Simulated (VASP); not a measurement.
# Te (Fd-3m) in VASP: further runs

Runs on Te. Level: PBE. Tasks: single point.

Program: VASP 6.6.1. These are calculated values, not measurements. Logs are shortened: lines on timing, memory, paths and dates and some standing lists are left out, and cuts for length are marked.

### Step 1. The cell of the first run

It takes space group Fd-3m (No. 227, cubic). The conventional cell has a = 5.507 Å, b = 5.507 Å, c = 5.507 Å, α = 90.00°, β = 90.00°, γ = 90.00°. Within 3.1 Å of Te (site symmetry -43m) lie 4 Te at 2.38 Å.

This isn't the form of Te at room conditions, which is trigonal, of chains.

### Step 2. Single point, PBE (20.87 Å³/atom)

INCAR

```
SYSTEM = Te
ALGO = Normal
EDIFF = 1E-7
ENCUT = 520
GGA = PE
ISIF = 2
ISMEAR = -1
LASPH = .True.
LCHARG = .False.
LREAL = .False.
LWAVE = .False.
NBANDS = 13
NELM = 100
PREC = Accurate
SIGMA = 0.1
```

KPOINTS

```
k-points
0
Gamma
  10 10 10
  0 0 0
```

POSCAR

```
Te
1.0
    0.0000000000      2.7532887992      2.7532887992
    2.7532887992      0.0000000000      2.7532887992
    2.7532887992      2.7532887992      0.0000000000
Te
2
Direct
   -0.1250000000     -0.1250000000     -0.1250000000
    0.1250000000      0.1250000000      0.1250000000
```

Potentials or basis: VASP PAW PBE potentials, release 64 (Te).

The run is started by

```sh
$ cat potpaw_PBE.64/Te/POTCAR > POTCAR
$ mpirun -np 1 vasp_std > vasp.out
```

OUTCAR:

```text
SYSTEM = Te
   EDIFF = 1E-7
   ENCUT = 520
   GGA = PE
   ISIF = 2
   ISMEAR = -1
   LASPH = .True.
   LREAL = .False.
   NELM = 100
   PREC = Accurate

 ion  position               nearest neighbor table
   1  0.875  0.875  0.875-   2 2.38   2 2.38   2 2.38   2 2.38
   2  0.125  0.125  0.125-   1 2.38   1 2.38   1 2.38   1 2.38

  LATTYP: Found a face centered cubic cell.
 ALAT       =     5.5065775984

  Lattice vectors:

 A1 = (   0.0000000000,   2.7532887992,   2.7532887992)
 A2 = (   2.7532887992,   0.0000000000,   2.7532887992)
 A3 = (   2.7532887992,   2.7532887992,   0.0000000000)

Analysis of symmetry for initial positions (statically):
=====================================================================
 Subroutine PRICEL returns:
 Original cell was already a primitive cell.

 Routine SETGRP: Setting up the symmetry group for a
 face centered cubic supercell.

 Subroutine GETGRP returns: Found 48 space group operations
 (whereof 12 operations were pure point group operations)
 out of a pool of 48 trial point group operations.

The static configuration has the point symmetry D_3d.
 The point group associated with its full space group is O_h .

Analysis of symmetry for dynamics (positions and initial velocities):
=====================================================================
 Subroutine PRICEL returns:
 Original cell was already a primitive cell.

 Routine SETGRP: Setting up the symmetry group for a
 face centered cubic supercell.

 Subroutine GETGRP returns: Found 48 space group operations
 (whereof 12 operations were pure point group operations)
 out of a pool of 48 trial point group operations.

The dynamic configuration has the point symmetry D_3d.
 The point group associated with its full space group is O_h .

 Subroutine INISYM returns: Found 48 space group operations
 (whereof 12 operations are pure point group operations),
 and found     1 'primitive' translations

----------------------------------------------------------------------------------------

                                     Primitive cell

  volume of cell :      41.7432

  direct lattice vectors                    reciprocal lattice vectors
     0.000000000  2.753288799  2.753288799    -0.181601000  0.181601000  0.181601000
     2.753288799  0.000000000  2.753288799     0.181601000 -0.181601000  0.181601000
[... 93 lines left out ...]
   POTIM  = 0.5000    time-step for ionic-motion
   TEBEG  =    0.0;   TEEND  =   0.0 temperature during run
   PSTRESS=    0.0 pullay stress
   NELECT =      12.0000    total number of electrons
   NUPDOWN=      -1.0000    fix difference up-down
   EMIN   =  10.00;   EMAX   =-10.00  energy-range for DOS
   EFERMI =   0.00;   METHOD = LEGACY
   ISMEAR =    -1;   SIGMA  =   0.10  broadening in eV -4-tet -1-fermi 0-gaus
   EFERMI_NEDOS =   21; number of points for ismear=-14 and -15
   IALGO  =     38    algorithm
   IMIX   =      4    mixing-type and parameters
     AMIX     =   0.40;   BMIX     =  1.00
     AMIX_MAG =   1.60;   BMIX_MAG =  1.00
  volume/ion in A,a.u.               =      20.87       140.85
  Fermi-wavevector in a.u.,A,eV,Ry     =   1.080455  2.041765 15.883220  1.167384
  Thomas-Fermi vector in A             =   2.216447
   LORBIT       =      0    0 simple, 1 ext, 2 COOP (PROOUT), +10 PAW based schemes
   GGA     = PE    functional components
   LHFCALC =     F    Hartree Fock is set to
   AEXX    =    0.0000 exact exchange contribution
   IVDW    =     0    specifies the selected vdW correction
   LEPSILON=     F    determine dielectric tensor
   LRPA    =     F    only Hartree local field effects (RPA)
 non-spin polarized calculation
  energy-cutoff  :      520.00
  volume of cell :       41.74
 maximum number of plane-waves:      1158
 NGX is ok and might be reduce to    30
   NGX = 15   NGY = 15   NGZ = 15

 number of electron      12.0000001 magnetization

 Free energy of the ion-electron system (eV)
  ---------------------------------------------------
  ext. energy  EPLUGINS =         0.00000000
  ---------------------------------------------------
  free energy    TOTEN  =         3.71705023 eV

  energy without entropy =        3.75572108  energy(sigma->0) =        3.73638565

 E-fermi :  13.5575     XC(G=0): -11.1643

 val. band max:       13.5523855238   @ k =  -0.1000   0.1000   0.0000
 cond. band min:      13.5737510933   @ k =   0.5000   0.2000   0.0000
 fundamental gap:      0.0213655695
 Fermi energy:        13.5575216906

 k-point     1 :       0.0000    0.0000    0.0000
  band No.  band energies     occupation
      1      -6.0834      2.00000
      2       8.3014      2.00000
      3       8.3014      2.00000
      4       8.3014      2.00000
      5       9.3383      2.00000
      6      11.5875      2.00000
      7      11.5875      2.00000
      8      11.5875      2.00000
      9      16.3878      0.00000
     10      19.1535      0.00000
     11      19.1535      0.00000
     12      20.2282      0.00000
     13      20.2282      0.00000
[... 354 lines left out ...]
  band No.  band energies     occupation
      1      -3.8164      2.00000
      2       0.9781      2.00000
      3       5.0849      2.00000
      4       5.4189      2.00000
      5      10.3492      2.00000
      6      11.6829      2.00000
      7      16.3111      0.00000
      8      16.7513      0.00000
      9      19.9295      0.00000
     10      20.9852      0.00000
     11      21.7074      0.00000
     12      23.2724      0.00000
     13      23.3460      0.00000

 [... further k-points ...]

------------------------ aborting loop because EDIFF is reached ----------------------------------------

  FORCE on cell =-STRESS in cart. coord.  units (eV):
  Direction    XX          YY          ZZ          XY          YZ          ZX
  --------------------------------------------------------------------------------------
  -------------------------------------------------------------------------------------
  Total       30.5600619     30.5600619     30.5600619     -0.0000000      0.0000000      0.0000000
  in kB     1172.9500348   1172.9500348   1172.9500348     -0.0000000      0.0000000      0.0000000
  external PRESSURE =    1172.9500348 kB  Pullay stress =       0.0000000 kB

 VOLUME and BASIS-vectors are now :
 -----------------------------------------------------------------------------
  energy-cutoff  :      520.00
  volume of cell :       41.74
      direct lattice vectors                 reciprocal lattice vectors
     0.000000000  2.753288799  2.753288799    -0.181601000  0.181601000  0.181601000
     2.753288799  0.000000000  2.753288799     0.181601000 -0.181601000  0.181601000
     2.753288799  2.753288799  0.000000000     0.181601000  0.181601000 -0.181601000

 POSITION                                       TOTAL-FORCE (eV/Angst)
 -----------------------------------------------------------------------------------
      4.81826      4.81826      4.81826        -0.000000      0.000000      0.000000
      0.68832      0.68832      0.68832         0.000000     -0.000000     -0.000000
 -----------------------------------------------------------------------------------
    total drift:                               -0.000000      0.000000      0.000000

  FREE ENERGIE OF THE ION-ELECTRON SYSTEM (eV)
  ---------------------------------------------------
  free  energy   TOTEN  =         3.7170502258 eV

  energy  without entropy=        3.7557210793  energy(sigma->0) =        3.73638565
```

OSZICAR:

```text
N       E                     dE             d eps       ncg     rms          rms(c)
DAV:   1     0.546416837289E+02    0.54642E+02   -0.48838E+03  1222   0.775E+02
DAV:   2     0.587304984918E+01   -0.48769E+02   -0.46266E+02  1669   0.130E+02
DAV:   3     0.360420816431E+01   -0.22688E+01   -0.22459E+01  1583   0.287E+01
DAV:   4     0.357495590358E+01   -0.29252E-01   -0.29248E-01  1427   0.399E+00
DAV:   5     0.357437787617E+01   -0.57803E-03   -0.57802E-03  1597   0.569E-01    0.404E+01
DAV:   6     0.367418084961E+01    0.99803E-01   -0.34827E-02  1352   0.966E-01    0.241E+01
DAV:   7     0.371570823525E+01    0.41527E-01   -0.49916E-02  1385   0.118E+00    0.750E-01
DAV:   8     0.371705964891E+01    0.13514E-02   -0.52945E-03  1312   0.402E-01    0.134E-01
DAV:   9     0.371704713376E+01   -0.12515E-04   -0.11361E-04  1610   0.664E-02    0.955E-02
DAV:  10     0.371704704375E+01   -0.90007E-07   -0.21906E-05  1367   0.248E-02    0.424E-02
DAV:  11     0.371705030113E+01    0.32574E-05   -0.12689E-06  1502   0.683E-03    0.672E-03
DAV:  12     0.371705022580E+01   -0.75337E-07   -0.24777E-08   986   0.115E-03
   1 F= 0.37170502E+01 E0= 0.37363857E+01  d E =-.386709E-01
```

Run time: 27 s. Hardware: 1 thread of Intel Xeon Platinum 8259CL at 2.50GHz (Skylake/Cascade Lake), shared host; peak memory 0.17 GiB.

Results:

- Free energy: 3.7171 eV
- Pressure: 117.3 GPa
- Band gap on the k mesh: zero (bands 6 and 7 overlap by 3.51 eV)

Levels at points of the mesh, in eV from the Fermi level:
```tsv
k point	band 3	band 4	band 5	band 6	band 7	band 8	band 9	band 10
(0.00, 0.00, 0.00)	-5.26	-5.26	-4.22	-1.97	-1.97	-1.97	2.83	5.60
(0.50, 0.00, 0.00)	-6.87	-6.87	-4.09	-0.40	-0.40	3.25	6.93	6.93
(0.50, 0.50, 0.00)	-8.64	-8.64	-3.33	-3.33	5.85	5.85	8.51	8.51
```

Caveat: the cell stands under pressure; spin-orbit coupling is left out, which moves the levels of the heavy elements.

### Step 3. Single point, PBE (20.87 Å³/atom)

INCAR

```
PREC = Accurate
ENCUT = 520
EDIFF = 1E-7
ISMEAR = -1
SIGMA = 0.1
LREAL = False
LASPH = True
NELM = 100
ALGO = Normal
ISIF = 2
LWAVE = False
LCHARG = False
GGA = PE
NBANDS = 13
```

KPOINTS

```
Automatic mesh
0
Gamma
  10 10 10
```

POSCAR is that of step 2.

Potentials or basis: VASP PAW PBE potentials, release 64 (Te).

The run is started by

```sh
$ cat potpaw_PBE.64/Te/POTCAR > POTCAR
$ mpirun -np 1 vasp_std > vasp.out
```

It took 26 s on 1 thread of Intel Xeon Platinum 8259CL at 2.50GHz (Skylake/Cascade Lake), shared host; peak memory 0.17 GiB.

It converged, with:

- Free energy: 3.7171 eV
- Pressure: 117.3 GPa
- Band gap on the k mesh: zero (bands 6 and 7 overlap by 3.51 eV)

Levels at points of the mesh, in eV from the Fermi level:
```csv
k point,band 3,band 4,band 5,band 6,band 7,band 8,band 9,band 10
"(0.00, 0.00, 0.00)",-5.26,-5.26,-4.22,-1.97,-1.97,-1.97,2.83,5.60
"(0.50, 0.00, 0.00)",-6.87,-6.87,-4.09,-0.40,-0.40,3.25,6.93,6.93
"(0.50, 0.50, 0.00)",-8.64,-8.64,-3.33,-3.33,5.85,5.85,8.51,8.51
```

Caveat: the cell stands under pressure; spin-orbit coupling is left out, which moves the levels of the heavy elements.

The gap in the log of VASP goes by the Fermi energy; the results here count the filled bands.